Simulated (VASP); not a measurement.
Wanted: the native input for a VASP 6.6.1 run.

```
Task                   : single point
Functional             : PBEsol
Potentials or basis    : VASP PAW PBE potentials, release 64 (Rb_sv)
Cutoff                 : 520 eV
k mesh                 : 7 × 7 × 12
Occupations            : gaussian, width 0.1 eV
Spin                   : no spin polarisation
Dipole correction      : no
Further INCAR settings : ALGO = Fast; EDIFF = 1e-07; NBANDS = 10; ISYM = 0
```

The structure of Rb lies in POSCAR:

```
Rb
1.0
    5.4384501876      0.0000000000      0.0000000000
    0.0000000000      5.4384501876      0.0000000000
   -2.7192250938      2.7192250938      2.8681254471
Rb
1
Direct
    0.0000000000      0.0000000000      0.0000000000
```

The input as run:

INCAR

```
SYSTEM = Rb
PREC = Accurate
ENCUT = 520
EDIFF = 1E-7
ISMEAR = 0
SIGMA = 0.1
LREAL = .False.
LASPH = .True.
NELM = 60
ALGO = Fast
ISIF = 2
LWAVE = .False.
LCHARG = .False.
GGA = PS
ISYM = 0
NBANDS = 10
```

KPOINTS

```
Automatic mesh
0
Gamma
  7 7 12
  0 0 0
```

Potentials or basis: VASP PAW PBE potentials, release 64 (Rb_sv).

Command:

```sh
$ cat potpaw_PBE.64/Rb_sv/POTCAR > POTCAR
$ mpirun -np 1 vasp_std > vasp.out
```

It gave:

| Item | Value |
| --- | --- |
| Pressure | 0.1 GPa |
| Band gap on the k mesh | zero (an odd number of electrons rules out a gap without spin polarisation) |

Caveat: the PAW data sets were made with another functional, which shifts forces and pressure a little.

It took 10 min on 1 thread of Oxide Virtual Turin-like Processor, on a shared host, peak memory 0.36 GiB.
